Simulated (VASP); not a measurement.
# B2P3 (P6/mmm) in VASP: a series of runs, part 2 of 2

VASP 6.6.1.

## (5) Relaxation of cell and atoms, PBE

This run uses another cell than the first one, of 16.64 Å³/atom, 1.151 times its volume.

INCAR

```
SYSTEM = B2P3
PREC = Accurate ; ENCUT = 600
EDIFF = 1E-6 ; ISMEAR = 0
SIGMA = 0.1 ; LREAL = .FALSE.
LASPH = .TRUE. ; NELM = 60
ALGO = Normal ; ISIF = 3
LWAVE = .FALSE. ; LCHARG = .FALSE.
GGA = PE ; IBRION = 2
NSW = 90 ; EDIFFG = -0.04
```

KPOINTS

```
Automatic mesh
0
G
  6 6 4
  0 0 0
```

POSCAR

```
B2P3
1.0
    4.8771287500      0.0000000000      0.0000000000
   -2.4385643700      4.2237173900      0.0000000000
    0.0000000000      0.0000000000      4.0400267500
B P
2 3
Direct
    0.3333333300      0.6666666700      0.0000000000
    0.6666666700      0.3333333300      0.0000000000
    0.5000000000      0.0000000000      0.5000000000
    0.0000000000      0.5000000000      0.5000000000
    0.5000000000      0.5000000000      0.5000000000
```

Potentials or basis: VASP PAW PBE potentials, release 64 (B, P).

Run with:

```console
cat potpaw_PBE.64/B/POTCAR potpaw_PBE.64/P/POTCAR > POTCAR
mpirun -np 1 vasp_std > vasp.out
```

OUTCAR:

```text
SYSTEM = B2P3
   PREC = Accurate
   ENCUT = 600
   EDIFF = 1E-6
   ISMEAR = 0
   LREAL = .FALSE.
   LASPH = .TRUE.
   NELM = 60
   ISIF = 3
   GGA = PE
   IBRION = 2
   NSW = 90
   EDIFFG = -0.04

 ion  position               nearest neighbor table
   1  0.333  0.667  0.000-   3 2.46   3 2.46   4 2.46   4 2.46   5 2.46   5 2.46
   2  0.667  0.333  0.000-   3 2.46   3 2.46   4 2.46   4 2.46   5 2.46   5 2.46
   3  0.500  0.000  0.500-   5 2.44   5 2.44   4 2.44   4 2.44   1 2.46   2 2.46   1 2.46   2 2.46

   4  0.000  0.500  0.500-   3 2.44   3 2.44   5 2.44   5 2.44   1 2.46   2 2.46   1 2.46   2 2.46

   5  0.500  0.500  0.500-   3 2.44   3 2.44   4 2.44   4 2.44   1 2.46   2 2.46   1 2.46   2 2.46

  LATTYP: Found a hexagonal cell.
 ALAT       =     4.8771287500
 C/A-ratio  =     0.8283617179

  Lattice vectors:

 A1 = (   4.8771287500,   0.0000000000,   0.0000000000)
 A2 = (  -2.4385643700,   4.2237173900,   0.0000000000)
 A3 = (   0.0000000000,   0.0000000000,   4.0400267500)

Analysis of symmetry for initial positions (statically):
=====================================================================
 Subroutine PRICEL returns:
 Original cell was already a primitive cell.

 Routine SETGRP: Setting up the symmetry group for a
 hexagonal supercell.

 Subroutine GETGRP returns: Found 24 space group operations
 (whereof 24 operations were pure point group operations)
 out of a pool of 24 trial point group operations.

The static configuration has the point symmetry D_6h.

[... 297 lines left out ...]
     10       8.4216      0.00000
     11       9.0745      0.00000
     12       9.0745      0.00000
     13       9.6998      0.00000
     14      11.7764      0.00000
[... 326 lines left out ...]
      1      -6.1705      2.00000
      2      -6.1705      2.00000
      3      -2.7371      2.00000
      4      -2.7371      2.00000
      5      -1.7785      2.00000
      6       0.4408      2.00000
      7       2.9066      2.00000
      8       2.9066      2.00000
      9       5.3519      2.00000
     10       5.3519      2.00000
     11       5.6851      2.00000
     12       8.3904      0.00000
     13       8.4879      0.00000
     14       8.8822      0.00000

[... ionic steps 4 to 11 ...]

--------------------------------------- Ionic step       12  -------------------------------------------

 number of electron      21.0000000 magnetization

------------------------ aborting loop because EDIFF is reached ----------------------------------------
[... 73 lines left out ...]
--------------------------------------- Ionic step       14  -------------------------------------------

 number of electron      21.0000003 magnetization

 Free energy of the ion-electron system (eV)
  ---------------------------------------------------
  ext. energy  EPLUGINS =         0.00000000
  ---------------------------------------------------
  free energy    TOTEN  =       -25.31839328 eV

  energy without entropy =      -25.30343311  energy(sigma->0) =      -25.31091320

 E-fermi :   6.2751     XC(G=0):  -9.9503

 val. band max:        6.2018214915   @ k =   0.3333   0.3333   0.0000
 cond. band min:       6.2858710015   @ k =   0.3333   0.1667   0.2500
 fundamental gap:      0.0840495100
 Fermi energy:         6.2750557371

 k-point     1 :       0.0000    0.0000    0.0000
  band No.  band energies     occupation
      1      -9.8450      2.00000
      2      -4.8248      2.00000
      3      -4.6386      2.00000
      4      -4.6386      2.00000
      5       0.3997      2.00000
      6       0.3997      2.00000
      7       3.0041      2.00000
      8       6.4979      0.00163
      9       6.6715      0.00000
     10       8.0885      0.00000
     11       8.0885      0.00000
     12       8.7986      0.00000
     13       8.9681      0.00000
     14       8.9681      0.00000
[... 370 lines left out ...]
  FREE ENERGIE OF THE ION-ELECTRON SYSTEM (eV)
  ---------------------------------------------------
  free  energy   TOTEN  =       -25.3183932848 eV

  energy  without entropy=      -25.3034331128  energy(sigma->0) =      -25.31091320

 reached required accuracy - stopping structural energy minimisation
```

Wall time 4.5 min (1 thread of Intel Xeon Platinum 8375C at 2.90GHz (Ice Lake), shared host); peak memory 0.23 GiB.

Results:

```
Free energy                            : -25.3184 eV
Relaxed volume                         : 14.45 Å³/atom
Relaxed cell                           : a = 5.300 Å, b = 5.300 Å, c = 2.970 Å, α = 90.00°, β = 90.00°, γ = 120.00°
Space group after relaxing (to 0.05 Å) : P6/mmm (No. 191)
Energy gained by relaxing              : 613.8 meV/atom
Ionic steps                            : 14
Pressure after relaxing                : -0.1 GPa
```

Stress tensor (GPa, compression positive):
```
-0.13  0.00  0.00
 0.00 -0.13  0.00
 0.00  0.00  0.02
```

The path:
```tsv
step	energy change (eV)	largest force (eV/Å)	pressure (GPa)	volume (Å³)
1	0.0000	0.0000	-8.47	83.22
2	-0.7750	0.0000	-1.51	72.96
3	-1.4879	0.0000	13.59	60.72
4	-1.6653	0.0000	19.99	59.11
5	-1.6704	0.0000	21.11	58.77
6	-2.0346	0.0000	14.59	61.11
7	-2.7687	0.0000	2.47	68.39
8	-2.6305	0.0000	-10.20	84.06
9	-2.9882	0.0000	-4.93	75.39
10	-2.9927	0.0000	-4.12	74.45
11	-3.0515	0.0000	-2.66	74.24
12	-3.0516	0.0000	-2.60	74.23
13	-3.0647	0.0000	-1.31	73.18
14	-3.0689	0.0000	-0.08	72.25
```

Final structure:
```xyz
5
Lattice="5.2997 0.0000 0.0000 -2.6499 4.5897 0.0000 0.0000 0.0000 2.9704" Properties=species:S:1:pos:R:3 pbc="T T T"
B     0.0000    3.0598    0.0000
B     2.6499    1.5299    0.0000
P     2.6499    0.0000    1.4852
P    -1.3249    2.2949    1.4852
P     1.3249    2.2949    1.4852
```

Caveat: the k points lie up to 0.53 Å⁻¹ apart in the final cell.

## (6) Relaxation of cell and atoms, PBE

INCAR

```
SYSTEM = B2P3
PREC     = Accurate       ! precision mode
ENCUT    = 600            ! plane-wave cutoff, eV
EDIFF    = 1E-6           ! SCF threshold, eV
ISMEAR   = 0              ! smearing method
SIGMA    = 0.1            ! smearing width, eV
LREAL    = .False.        ! projectors in reciprocal space
LASPH    = .True.         ! aspherical terms in the spheres
NELM     = 60             ! most SCF steps
ALGO     = Normal         ! electronic algorithm
ISIF     = 3              ! what is computed and relaxed
LWAVE    = .False.        ! write WAVECAR
LCHARG   = .False.        ! write CHGCAR
GGA      = PE             ! functional
IBRION   = 2              ! ionic algorithm
NSW      = 90             ! ionic steps
EDIFFG   = -0.04          ! ionic threshold
```

KPOINTS

```
regular mesh
0
Gamma
  6 6 6
  0 0 0
```

POSCAR

```
B2P3
1.0
    5.3009917571      0.0000000000      0.0000000000
   -2.6504958786      4.5907935269      0.0000000000
    0.0000000000      0.0000000000      2.9718060734
B P
2 3
Direct
    0.3333333333      0.6666666667      0.0000000000
    0.6666666667      0.3333333333      0.0000000000
    0.5000000000      0.0000000000      0.5000000000
    0.0000000000      0.5000000000      0.5000000000
    0.5000000000      0.5000000000      0.5000000000
```

Potentials or basis: VASP PAW PBE potentials, release 64 (B, P).

Run with:

```console
cat potpaw_PBE.64/B/POTCAR potpaw_PBE.64/P/POTCAR > POTCAR
mpirun -np 1 vasp_std > vasp.out
```

OUTCAR:

```text
SYSTEM = B2P3
   PREC = Accurate
   ENCUT = 600
   EDIFF = 1E-6
   ISMEAR = 0
   LREAL = .False.
   LASPH = .True.
   NELM = 60
   ISIF = 3
   GGA = PE
   IBRION = 2
   NSW = 90
   EDIFFG = -0.04

 ion  position               nearest neighbor table
   1  0.333  0.667  0.000-   4 2.13   4 2.13   3 2.13   3 2.13   5 2.13   5 2.13
   2  0.667  0.333  0.000-   4 2.13   4 2.13   3 2.13   3 2.13   5 2.13   5 2.13
   3  0.500  0.000  0.500-   1 2.13   2 2.13   1 2.13   2 2.13   4 2.65   4 2.65   5 2.65   5 2.65

   4  0.000  0.500  0.500-   1 2.13   2 2.13   1 2.13   2 2.13   3 2.65   3 2.65   5 2.65   5 2.65

   5  0.500  0.500  0.500-   1 2.13   2 2.13   1 2.13   2 2.13   4 2.65   4 2.65   3 2.65   3 2.65

  LATTYP: Found a hexagonal cell.
 ALAT       =     5.3009917571
 C/A-ratio  =     0.5606132229

  Lattice vectors:

[... 278 lines left out ...]
 Fermi energy:         6.1539517479

 k-point     1 :       0.0000    0.0000    0.0000
  band No.  band energies     occupation
      1      -9.8508      2.00000
      2      -4.8429      2.00000
      3      -4.6323      2.00000
      4      -4.6323      2.00000
      5       0.3866      2.00000
      6       0.3866      2.00000
      7       2.8474      2.00000
      8       6.3415      0.00798
      9       6.5709      0.00000
     10       8.0655      0.00000
     11       8.0655      0.00000
     12       8.6344      0.00000
     13       8.8183      0.00000
     14       8.8183      0.00000
[... 377 lines left out ...]
      1      -7.0104      2.00000
      2      -4.9560      2.00000
      3      -3.8262      2.00000
      4      -1.9621      2.00000
      5      -1.8842      2.00000
      6       0.0768      2.00000
      7       0.3637      2.00000
      8       2.7940      2.00000
      9       3.3866      2.00000
     10       4.3468      2.00000
     11       5.6323      2.00000
     12       6.5462      0.00000
     13       7.0731      0.00000
     14       7.8777      0.00000

 [... further k-points ...]
[... 5 lines left out ...]
  --------------------------------------------------------------------------------------
  -------------------------------------------------------------------------------------
  Total        0.0506606      0.0506606      0.0085241     -0.0000000      0.0000000      0.0000000
  in kB        1.1154377      1.1154377      0.1876830     -0.0000000      0.0000000      0.0000000
  external PRESSURE =       0.8061862 kB  Pullay stress =       0.0000000 kB
[... 20 lines left out ...]
  FREE ENERGIE OF THE ION-ELECTRON SYSTEM (eV)
  ---------------------------------------------------
  free  energy   TOTEN  =       -25.2907332455 eV

  energy  without entropy=      -25.2815280721  energy(sigma->0) =      -25.28613066

 reached required accuracy - stopping structural energy minimisation
```

OSZICAR:

```text
N       E                     dE             d eps       ncg     rms          rms(c)
DAV:   1     0.851430522391E+02    0.85143E+02   -0.99302E+03   784   0.142E+03
DAV:   2    -0.200408250606E+02   -0.10518E+03   -0.10246E+03  1048   0.221E+02
DAV:   3    -0.261903342115E+02   -0.61495E+01   -0.60751E+01  1062   0.531E+01
[... 24 lines left out ...]
DAV:   2    -0.252912173943E+02    0.25221E-02   -0.73033E-03   950   0.591E-01    0.143E-01
DAV:   3    -0.252907677236E+02    0.44967E-03   -0.23041E-03   916   0.260E-01    0.542E-02
DAV:   4    -0.252907421480E+02    0.25576E-04   -0.30626E-04   840   0.113E-01    0.203E-02
DAV:   5    -0.252907326184E+02    0.95296E-05   -0.50090E-05   928   0.445E-02    0.825E-03
DAV:   6    -0.252907332455E+02   -0.62709E-06   -0.41664E-06   708   0.140E-02
   3 F= -.25290733E+02 E0= -.25286131E+02  d E =-.415177E-02
```

Wall time 60 s (1 thread of Intel Xeon Platinum 8375C at 2.90GHz (Ice Lake), shared host); peak memory 0.21 GiB.

What came out:

- Free energy: -25.2907 eV
- Relaxed volume: 14.55 Å³/atom
- Relaxed cell: a = 5.301 Å, b = 5.301 Å, c = 2.990 Å, α = 90.00°, β = 90.00°, γ = 120.00°
- Space group after relaxing (to 0.05 Å): P6/mmm (No. 191)
- Energy gained by relaxing: 0.8 meV/atom
- Ionic steps: 3
- Pressure after relaxing: 0.1 GPa

The path:
| step | energy change (eV) | largest force (eV/Å) | pressure (GPa) | volume (Å³) |
| --- | --- | --- | --- | --- |
| 1 | 0.0000 | 0.0000 | 0.99 | 72.32 |
| 2 | 0.0007 | 0.0000 | -0.89 | 73.25 |
| 3 | -0.0042 | 0.0000 | 0.08 | 72.77 |

Final structure:
```
CELL_PARAMETERS angstrom
5.30087 0.00000 0.00000
-2.65043 4.59069 0.00000
0.00000 0.00000 2.99027
ATOMIC_POSITIONS crystal
B 0.33333 0.66667 0.00000
B 0.66667 0.33333 0.00000
P 0.50000 0.00000 0.50000
P 0.00000 0.50000 0.50000
P 0.50000 0.50000 0.50000
```

## (7) Single point, PBE

This run uses another cell than the first one, of 14.57 Å³/atom, 1.008 times its volume.

INCAR

```
SYSTEM = B2P3
ALGO = Normal
EDIFF = 1E-6
ENCUT = 520
GGA = PE
ISIF = 2
ISMEAR = 0
LASPH = .TRUE.
LCHARG = .FALSE.
LREAL = .FALSE.
LWAVE = .FALSE.
NBANDS = 18
NELM = 100
PREC = Accurate
SIGMA = 0.1
```

KPOINTS

```
k-points
0
G
  12 12 12
  0 0 0
```

POSCAR, as its differences from that of step 6:

```diff
@@ -2,5 +2,5 @@
 1.0
-    5.3009917571      0.0000000000      0.0000000000
-   -2.6504958786      4.5907935269      0.0000000000
-    0.0000000000      0.0000000000      2.9718060734
+    5.3243235306      0.0000000000      0.0000000000
+   -2.6621617653      4.6109994354      0.0000000000
+    0.0000000000      0.0000000000      2.9680678851
 B P
```

Run with:

```console
cat potpaw_PBE.64/B/POTCAR potpaw_PBE.64/P/POTCAR > POTCAR
mpirun -np 1 vasp_std > vasp.out
```

Wall time 2.8 min (1 thread of Intel Xeon Platinum 8375C at 2.90GHz (Ice Lake), shared host); peak memory 0.28 GiB.

It converged, with:

```
Free energy : -25.2969 eV
Pressure    : -0.2 GPa
```

Levels at points of the mesh, in eV from the Fermi level:
| k point | band 7 | band 8 | band 9 | band 10 | band 11 | band 12 | band 13 | band 14 | band 15 | band 16 |
| --- | --- | --- | --- | --- | --- | --- | --- | --- | --- | --- |
| (0.00, 0.00, 0.00) | -3.25 | 0.22 | 0.34 | 1.67 | 1.67 | 2.54 | 2.64 | 2.64 | 3.25 | 5.20 |
| (0.50, 0.00, 0.00) | -2.54 | -2.50 | -1.75 | -1.61 | 2.21 | 2.45 | 2.55 | 3.13 | 4.90 | 5.03 |
| (0.00, 0.00, 0.50) | -6.10 | -5.78 | -3.33 | -3.33 | -0.54 | -0.54 | 2.25 | 4.39 | 4.83 | 4.83 |
| (0.50, 0.00, 0.50) | -5.53 | -3.01 | -2.13 | -0.73 | -0.66 | -0.48 | 0.09 | 0.58 | 4.26 | 4.75 |

## (8) Overview

| task | cell | k mesh | cutoff (eV) | gap on the mesh (eV) | pressure (GPa) | relaxed volume (Å³/atom) |
| --- | --- | --- | --- | --- | --- | --- |
| single point | a = 5.301, b = 5.301, c = 2.972 Å, angles 90.0, 90.0, 120.0°, 5 atoms | 6 × 6 × 4 | 520 | none | -0.2 | - |
| single point | a = 4.877, b = 4.877, c = 4.040 Å, angles 90.0, 90.0, 120.0°, 5 atoms | 6 × 6 × 4 | 520 | none | -8.5 | - |
| single point | a = 5.308, b = 5.308, c = 2.992 Å, angles 90.0, 90.0, 120.0°, 5 atoms | 6 × 6 × 6 | 520 | none | -0.2 | - |
| relaxation of cell and atoms | relaxed from a = 4.877, b = 4.877, c = 4.040 Å, angles 90.0, 90.0, 120.0°, 5 atoms | 6 × 6 × 4 | 600 | none | -0.1 | 14.45 |
| relaxation of cell and atoms | relaxed from a = 5.301, b = 5.301, c = 2.972 Å, angles 90.0, 90.0, 120.0°, 5 atoms | 6 × 6 × 6 | 600 | none | 0.1 | 14.55 |
| single point | a = 5.324, b = 5.324, c = 2.968 Å, angles 90.0, 90.0, 120.0°, 5 atoms | 12 × 12 × 12 | 520 | none | -0.2 | - |

Alike in all rows: level PBE; potentials or basis VASP PAW PBE potentials, release 64 (B, P); no spin polarisation; smearing gaussian 0.1 eV.

Caveats: some runs use coarse meshes.

Total energies depend on the potentials used, so only differences within one code and one set of settings carry meaning.
